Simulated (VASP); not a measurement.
A run of VASP 6.6.1:

POSCAR

```
P
1.0
    3.6913802302      0.0000000000      0.0000000000
   -1.8456901151      3.1968290543      0.0000000000
    0.0000000000      0.0000000000     10.0537591635
P
4
Direct
    0.0000000000      0.0000000000      0.2500000000
    0.0000000000      0.0000000000      0.7500000000
    0.3333333333      0.6666666667      0.7500000000
    0.6666666667      0.3333333333      0.2500000000
```

The input INCAR.step1:

```
SYSTEM = P
PREC = Accurate
ENCUT = 520
ISMEAR = 0
SIGMA = 0.1
LREAL = .FALSE.
LASPH = .TRUE.
NELM = 80
NBANDS = 18
GGA = PE
ALGO = Normal
EDIFF = 1E-4
LWAVE = .TRUE.
LCHARG = .FALSE.
```

INCAR.step2

```
SYSTEM = P
PREC = Accurate
ENCUT = 520
EDIFF = 1E-6
ISMEAR = 0
SIGMA = 0.1
LREAL = .FALSE.
LASPH = .TRUE.
NELM = 80
ALGO = Normal
ISIF = 2
LWAVE = .FALSE.
LCHARG = .TRUE.
METAGGA = R2SCAN
LMIXTAU = .TRUE.
LELF = .TRUE.
LVHAR = .TRUE.
NBANDS = 18
ISTART = 1
```

Contents of KPOINTS:

```
regular mesh
0
G
  6 6 2
  0 0 0
```

Potentials or basis: VASP PAW PBE potentials, release 64 (P).

The run is started by

```bash
$ cat potpaw_PBE.64/P/POTCAR > POTCAR
$ cp INCAR.step1 INCAR
$ mpirun -np 1 vasp_std > vasp.out
$ cp INCAR.step2 INCAR
$ mpirun -np 1 vasp_std > vasp.out
```

Hardware: 1 thread of Intel Xeon 8259CL (shared host).

Question: How long does it take, and how much memory?

Answer: Run time: 2.3 min on 1 thread of Intel Xeon 8259CL, with other jobs on the host, peak memory 0.25 GiB. Counts: k points 14.
